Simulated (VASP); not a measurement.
# SrTiO3 (Pm-3m) in VASP: notebook

The runs below take SrTiO3 through single point, with LDA, PBE.

Everything below comes from runs of VASP 6.6.1. Logs are shortened: lines on timing, memory, paths and dates and some standing lists are left out, and cuts for length are marked.

**1. The cell of the first run**

The structure is cubic, space group Pm-3m (No. 221). The conventional cell has a = 3.854 Å, b = 3.854 Å, c = 3.854 Å, α = 90.00°, β = 90.00°, γ = 90.00°. Sr (site symmetry m-3m) has 12 O at 2.73 Å and 8 Ti at 3.34 Å within 3.6 Å. Ti (site symmetry m-3m) has 6 O at 1.93 Å within 2.6 Å. O (site symmetry 4/mmm) has 2 Ti at 1.93 Å within 2.6 Å.

**2. Single point, LDA**

The input, INCAR:

```
SYSTEM = SrTiO3
PREC = Accurate
ENCUT = 520
EDIFF = 1E-6
ISMEAR = -1
SIGMA = 0.02
LREAL = .FALSE.
LASPH = .TRUE.
NELM = 100
ALGO = Normal
ISIF = 2
LWAVE = .FALSE.
LCHARG = .FALSE.
GGA = CA
NBANDS = 28
```

The input, KPOINTS:

```
Automatic mesh
0
G
  6 6 6
  0 0 0
```

The input, POSCAR:

```
SrTiO3
1.0
    3.8542325403      0.0000000000      0.0000000000
    0.0000000000      3.8542325403      0.0000000000
    0.0000000000      0.0000000000      3.8542325403
Sr Ti O
1 1 3
Direct
    0.5000000000      0.5000000000      0.5000000000
    0.0000000000      0.0000000000      0.0000000000
    0.5000000000      0.0000000000      0.0000000000
    0.0000000000      0.5000000000      0.0000000000
    0.0000000000      0.0000000000      0.5000000000
```

Potentials or basis: VASP PAW LDA potentials, release 64 (Sr_sv, Ti_sv, O).

On the command line:

```sh
$ cat potpaw_LDA.64/Sr_sv/POTCAR potpaw_LDA.64/Ti_sv/POTCAR potpaw_LDA.64/O/POTCAR > POTCAR
$ mpirun -np 1 vasp_std > vasp.out
```

OUTCAR:

```text
SYSTEM = SrTiO3
   PREC = Accurate
   ENCUT = 520
   EDIFF = 1E-6
   ISMEAR = -1
   LREAL = .FALSE.
   LASPH = .TRUE.
   NELM = 100
   ISIF = 2
   GGA = CA

 ion  position               nearest neighbor table
   1  0.500  0.500  0.500-   3 2.73   4 2.73   5 2.73   3 2.73   4 2.73   3 2.73   5 2.73   3 2.73
                             4 2.73   5 2.73   4 2.73   5 2.73   2 3.34   2 3.34   2 3.34   2 3.34
   2  0.000  0.000  0.000-   3 1.93   4 1.93   5 1.93   5 1.93   4 1.93   3 1.93   1 3.34   1 3.34
                             1 3.34   1 3.34   1 3.34   1 3.34   1 3.34   1 3.34
   3  0.500  0.000  0.000-   2 1.93   2 1.93   1 2.73   1 2.73   1 2.73   1 2.73
   4  0.000  0.500  0.000-   2 1.93   2 1.93   1 2.73   1 2.73   1 2.73   1 2.73
   5  0.000  0.000  0.500-   2 1.93   2 1.93   1 2.73   1 2.73   1 2.73   1 2.73

  LATTYP: Found a simple cubic cell.
 ALAT       =     3.8542325403

  Lattice vectors:

 A1 = (   3.8542325403,   0.0000000000,   0.0000000000)
 A2 = (   0.0000000000,   3.8542325403,   0.0000000000)
 A3 = (   0.0000000000,   0.0000000000,   3.8542325403)

Analysis of symmetry for initial positions (statically):
=====================================================================
 Subroutine PRICEL returns:
 Original cell was already a primitive cell.

 Routine SETGRP: Setting up the symmetry group for a
 simple cubic supercell.

 Subroutine GETGRP returns: Found 48 space group operations
 (whereof 48 operations were pure point group operations)
 out of a pool of 48 trial point group operations.

The static configuration has the point symmetry O_h .

Analysis of symmetry for dynamics (positions and initial velocities):
=====================================================================
 Subroutine PRICEL returns:
 Original cell was already a primitive cell.

 Routine SETGRP: Setting up the symmetry group for a
 simple cubic supercell.

 Subroutine GETGRP returns: Found 48 space group operations
 (whereof 48 operations were pure point group operations)
 out of a pool of 48 trial point group operations.

The dynamic configuration has the point symmetry O_h .

 Subroutine INISYM returns: Found 48 space group operations
 (whereof 48 operations are pure point group operations),
 and found     1 'primitive' translations

----------------------------------------------------------------------------------------

                                     Primitive cell

  volume of cell :      57.2550

  direct lattice vectors                    reciprocal lattice vectors
     3.854232540  0.000000000  0.000000000     0.259455025  0.000000000  0.000000000
     0.000000000  3.854232540  0.000000000     0.000000000  0.259455025  0.000000000
     0.000000000  0.000000000  3.854232540     0.000000000  0.000000000  0.259455025

  length of vectors
     3.854232540  3.854232540  3.854232540     0.259455025  0.259455025  0.259455025

  position of ions in fractional coordinates (direct lattice)
     0.500000000  0.500000000  0.500000000
     0.000000000  0.000000000  0.000000000
     0.500000000  0.000000000  0.000000000
     0.000000000  0.500000000  0.000000000
     0.000000000  0.000000000  0.500000000

  ion indices of the primitive-cell ions
   primitive index   ion index
                 1           1
                 2           2
                 3           3
                 4           4
                 5           5

----------------------------------------------------------------------------------------

 KPOINTS: Automatic mesh

Automatic generation of k-mesh.
 Grid dimensions read from file:
 generate k-points for:    6    6    6

 Generating k-lattice:

  Cartesian coordinates                     Fractional coordinates (reciprocal lattice)
     0.043242504  0.000000000  0.000000000     0.166666667  0.000000000  0.000000000
     0.000000000  0.043242504  0.000000000     0.000000000  0.166666667  0.000000000
     0.000000000  0.000000000  0.043242504     0.000000000  0.000000000  0.166666667

  Length of vectors
     0.043242504  0.043242504  0.043242504

  Shift w.r.t. Gamma in fractional coordinates (k-lattice)
     0.000000000  0.000000000  0.000000000

 Subroutine IBZKPT returns following result:
 ===========================================

 Found     20 irreducible k-points:

 Following reciprocal coordinates:
            Coordinates               Weight
  0.000000  0.000000  0.000000      1.000000
  0.166667  0.000000  0.000000      6.000000
  0.333333  0.000000  0.000000      6.000000
  0.500000  0.000000  0.000000      3.000000
  0.166667  0.166667  0.000000     12.000000
  0.333333  0.166667  0.000000     24.000000
[... 12 lines left out ...]
  0.500000  0.500000  0.333333      6.000000
  0.500000  0.500000  0.500000      1.000000
   k-points           NKPTS =     20   k-points in BZ     NKDIM =     20   number of bands    NBANDS=     28
   number of dos      NEDOS =    301   number of ions     NIONS =      5
   total plane-waves  NPLWV =  27000
   dimension x,y,z NGX =    30 NGY =   30 NGZ =   30
   dimension x,y,z NGXF=    60 NGYF=   60 NGZF=   60
   ions per type =               1   1   3
   NGX,Y,Z   is equivalent  to a cutoff of  12.94, 12.94, 12.94 a.u.
   NGXF,Y,Z  is equivalent  to a cutoff of  25.88, 25.88, 25.88 a.u.
 SYSTEM =  SrTiO3
   PREC   = accura    normal or accurate (medium, high low for compatibility)
   ISTART =      0    job   : 0-new  1-cont  2-samecut
   ICHARG =      2    charge: 1-file 2-atom 10-const
   ISPIN  =      1    spin polarized calculation?
   LNONCOLLINEAR =      F non collinear calculations
   LSORBIT =      F    spin-orbit coupling
   LASPH  =      T    aspherical Exc in radial PAW
   ENCUT  =  520.0 eV  38.22 Ry    6.18 a.u.   7.17  7.17  7.17*2*pi/ulx,y,z
   NELM   =    100;   NELMIN=  2; NELMDL= -5     # of ELM steps
   EDIFF  = 0.1E-05   stopping-criterion for ELM
   LREAL  =      F    real-space projection
   EDIFFG = 0.1E-04   stopping-criterion for IOM
   NSW    =      0    number of steps for IOM
   IBRION =     -1    ionic relax: 0-MD 1-quasi-New 2-CG
   NFREE  =      0    steps in history (QN), initial steepest desc. (CG)
   ISIF   =      2    stress and relaxation
   ISYM   =      2    0-nonsym 1-usesym 2-fastsym
   POTIM  = 0.5000    time-step for ionic-motion
   TEBEG  =    0.0;   TEEND  =   0.0 temperature during run
   PSTRESS=    0.0 pullay stress
   NELECT =      40.0000    total number of electrons
   NUPDOWN=      -1.0000    fix difference up-down
   EMIN   =  10.00;   EMAX   =-10.00  energy-range for DOS
   EFERMI =   0.00;   METHOD = LEGACY
   ISMEAR =    -1;   SIGMA  =   0.02  broadening in eV -4-tet -1-fermi 0-gaus
   EFERMI_NEDOS =   21; number of points for ismear=-14 and -15
   IALGO  =     38    algorithm
   IMIX   =      4    mixing-type and parameters
     AMIX     =   0.40;   BMIX     =  1.00
     AMIX_MAG =   1.60;   BMIX_MAG =  1.00
  volume/ion in A,a.u.               =      11.45        77.28
  Fermi-wavevector in a.u.,A,eV,Ry     =   1.452636  2.745085 28.710367  2.110152
  Thomas-Fermi vector in A             =   2.569995
   LORBIT       =      0    0 simple, 1 ext, 2 COOP (PROOUT), +10 PAW based schemes
   GGA     = CA    functional components
   LHFCALC =     F    Hartree Fock is set to
   AEXX    =    0.0000 exact exchange contribution
   IVDW    =     0    specifies the selected vdW correction
   LEPSILON=     F    determine dielectric tensor
   LRPA    =     F    only Hartree local field effects (RPA)
 non-spin polarized calculation
  energy-cutoff  :      520.00
  volume of cell :       57.26
 maximum number of plane-waves:      1568
 NGX is ok and might be reduce to    30
   NGX = 15   NGY = 15   NGZ = 15

 number of electron      40.0000029 magnetization

 Free energy of the ion-electron system (eV)
  ---------------------------------------------------
  ext. energy  EPLUGINS =         0.00000000
  ---------------------------------------------------
  free energy    TOTEN  =       -44.17539568 eV

  energy without entropy =      -44.17539568  energy(sigma->0) =      -44.17539568

 E-fermi :   4.7996     XC(G=0): -12.0009

 val. band max:        4.2106597984   @ k =   0.5000   0.5000   0.5000
 cond. band min:       6.0253698827   @ k =   0.0000   0.0000   0.0000
 fundamental gap:      1.8147100843
 Fermi energy:         4.7996301916

 k-point     1 :       0.0000    0.0000    0.0000
  band No.  band energies     occupation
      1     -51.3586      2.00000
      2     -28.1704      2.00000
      3     -28.0392      2.00000
      4     -28.0392      2.00000
      5     -28.0392      2.00000
      6     -13.0644      2.00000
[... 20 lines left out ...]
     27       9.4779      0.00000
     28      10.5574      0.00000

 k-point     2 :       0.1667    0.0000    0.0000
  band No.  band energies     occupation
      1     -51.3581      2.00000
      2     -28.1994      2.00000
      3     -28.0382      2.00000
      4     -28.0382      2.00000
      5     -28.0245      2.00000
      6     -13.0986      2.00000
[... 20 lines left out ...]
     27       9.9768      0.00000
     28      11.2217      0.00000

 k-point     3 :       0.3333    0.0000    0.0000
  band No.  band energies     occupation
      1     -51.3571      2.00000
      2     -28.2506      2.00000
      3     -28.0363      2.00000
      4     -28.0363      2.00000
      5     -28.0013      2.00000
      6     -13.2660      2.00000
[... 20 lines left out ...]
     27      11.0723      0.00000
     28      12.3702      0.00000

 k-point     4 :       0.5000    0.0000    0.0000
  band No.  band energies     occupation
      1     -51.3566      2.00000
      2     -28.2745      2.00000
      3     -28.0353      2.00000
      4     -28.0353      2.00000
      5     -27.9911      2.00000
      6     -13.3679      2.00000
[... 454 lines left out ...]
     27      12.2924      0.00000
     28      12.7541      0.00000

 k-point    19 :       0.5000    0.5000    0.3333
  band No.  band energies     occupation
      1     -51.3530      2.00000
      2     -28.1208      2.00000
      3     -28.1208      2.00000
      4     -28.0978      2.00000
      5     -28.0974      2.00000
      6     -11.7813      2.00000
[... 20 lines left out ...]
     27      12.4561      0.00000
     28      13.0654      0.00000

 k-point    20 :       0.5000    0.5000    0.5000
  band No.  band energies     occupation
      1     -51.3525      2.00000
      2     -28.1195      2.00000
      3     -28.1195      2.00000
      4     -28.1195      2.00000
      5     -28.0914      2.00000
      6     -11.5599      2.00000
[... 20 lines left out ...]
     27      13.0656      0.00000
     28      13.0656      0.00000

------------------------ aborting loop because EDIFF is reached ----------------------------------------

  FORCE on cell =-STRESS in cart. coord.  units (eV):
  Direction    XX          YY          ZZ          XY          YZ          ZX
  --------------------------------------------------------------------------------------
  -------------------------------------------------------------------------------------
  Total        0.3953859      0.3953859      0.3953859      0.0000000      0.0000000     -0.0000000
  in kB       11.0641485     11.0641485     11.0641485      0.0000000      0.0000000     -0.0000000
  external PRESSURE =      11.0641485 kB  Pullay stress =       0.0000000 kB

 VOLUME and BASIS-vectors are now :
 -----------------------------------------------------------------------------
  energy-cutoff  :      520.00
  volume of cell :       57.26
      direct lattice vectors                 reciprocal lattice vectors
     3.854232540  0.000000000  0.000000000     0.259455025  0.000000000  0.000000000
     0.000000000  3.854232540  0.000000000     0.000000000  0.259455025  0.000000000
     0.000000000  0.000000000  3.854232540     0.000000000  0.000000000  0.259455025

 POSITION                                       TOTAL-FORCE (eV/Angst)
 -----------------------------------------------------------------------------------
      1.92712      1.92712      1.92712         0.000000      0.000000      0.000000
      0.00000      0.00000      0.00000         0.000000      0.000000      0.000000
      1.92712      0.00000      0.00000         0.000000      0.000000      0.000000
      0.00000      1.92712      0.00000         0.000000      0.000000      0.000000
      0.00000      0.00000      1.92712         0.000000      0.000000      0.000000
 -----------------------------------------------------------------------------------
    total drift:                                0.000000     -0.000000      0.000000

  FREE ENERGIE OF THE ION-ELECTRON SYSTEM (eV)
  ---------------------------------------------------
  free  energy   TOTEN  =       -44.1753956843 eV

  energy  without entropy=      -44.1753956843  energy(sigma->0) =      -44.17539568
```

It took 30 s on 1 thread of AMD EPYC 7R43 (Zen 3), shared host; peak memory 0.14 GiB.

What came out:

```
Free energy            : -44.1754 eV
Pressure               : 1.1 GPa
Band gap on the k mesh : 1.81 eV (least direct gap 2.15 eV)
```

**3. Single point, PBE**

This run uses another cell than the first one, of 11.93 Å³/atom.

The input, INCAR:

```
  PREC = Accurate
  ENCUT = 520
  EDIFF = 1E-6
  ISMEAR = -1
  SIGMA = 0.02
  LREAL = False
  LASPH = True
  NELM = 60
  ALGO = Normal
  ISIF = 2
  LWAVE = False
  LCHARG = True
  GGA = PE
  LELF = True
  LVHAR = True
  NBANDS = 28
```

The input, KPOINTS:

```
Automatic mesh
0
Gamma
  6 6 6
```

POSCAR, as its differences from that of step 2:

```diff
@@ -2,5 +2,5 @@
 1.0
-    3.8542325403      0.0000000000      0.0000000000
-    0.0000000000      3.8542325403      0.0000000000
-    0.0000000000      0.0000000000      3.8542325403
+    3.9068514982      0.0000000000      0.0000000000
+    0.0000000000      3.9068514982      0.0000000000
+    0.0000000000      0.0000000000      3.9068514982
 Sr Ti O
```

Potentials or basis: VASP PAW PBE potentials, release 64 (Sr_sv, Ti_sv, O).

On the command line:

```sh
$ cat potpaw_PBE.64/Sr_sv/POTCAR potpaw_PBE.64/Ti_sv/POTCAR potpaw_PBE.64/O/POTCAR > POTCAR
$ mpirun -np 1 vasp_std > vasp.out
```

Wall time 36 s (1 thread of AMD EPYC 7R43 (Zen 3), shared host); peak memory 0.16 GiB.

It converged, with:

- Free energy: -40.0786 eV
- Pressure: 4.7 GPa
- Band gap on the k mesh: 1.85 eV (least direct gap 2.21 eV)

Levels at points of the mesh, in eV from the valence-band top:
| k point | band 18 | band 19 | band 20 | band 21 | band 22 | band 23 |
| --- | --- | --- | --- | --- | --- | --- |
| (0.00, 0.00, 0.00) | -0.36 | -0.36 | -0.36 | 1.85 | 1.85 | 1.85 |
| (0.50, 0.00, 0.00) | -1.98 | -0.73 | -0.73 | 2.02 | 3.77 | 3.77 |
| (0.50, 0.50, 0.00) | -1.57 | -1.57 | -0.09 | 3.78 | 3.78 | 4.23 |
| (0.50, 0.50, 0.50) | 0.00 | 0.00 | 0.00 | 4.45 | 4.45 | 4.45 |

Caveat: the cell stands under pressure. A k mesh can miss the band edges.
